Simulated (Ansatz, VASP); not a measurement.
**La2S in VASP and in Ansatz**

```
CELL_PARAMETERS angstrom
-1.80515 1.80515 6.74090
1.80515 -1.80515 6.74090
1.80515 1.80515 -6.74090
ATOMIC_POSITIONS crystal
La 0.62698 0.62698 0.00000
La 0.37302 0.37302 0.00000
S 0.00000 0.00000 0.00000
```

Change from the starting cell: species swapped into the LuAg2 type (I4/mmm, No. 139).

Alike in both runs: functional PBE; k mesh 6 × 6 × 6; occupations gaussian, width 0.1 eV; no spin polarisation.

Ansatz relaxed the structure, and its values are those at the end. VASP's run is a single point on that final structure, the one shown.

|  | VASP | Ansatz |
| --- | --- | --- |
| version | VASP 6.6.1 | Ansatz 0.2.0 |
| potentials or method | VASP PAW PBE potentials, release 64 (La, S), cutoff 520 eV | scalar-relativistic, plane waves, PAW |
| valence electrons in the cell | 28 | 28 |

Ansatz gave:

```
gap on the k mesh at the Fermi level (eV) : none
pressure (GPa)                            : 0.2
rms of the force components (eV/Å)        : 0.005
```

Task: Estimate VASP's values.

Result: gap on the k mesh at the Fermi level (eV): none; pressure (GPa): 0.1; rms of the force components (eV/Å): 0.006.

A gap of «none» marks a metal or a gap that the smearing closes. With one functional, cell and mesh, what is left measures potentials, basis and numerics.

The k mesh is coarse, so the values compare programs but aren't converged. Spin-orbit coupling is off throughout.
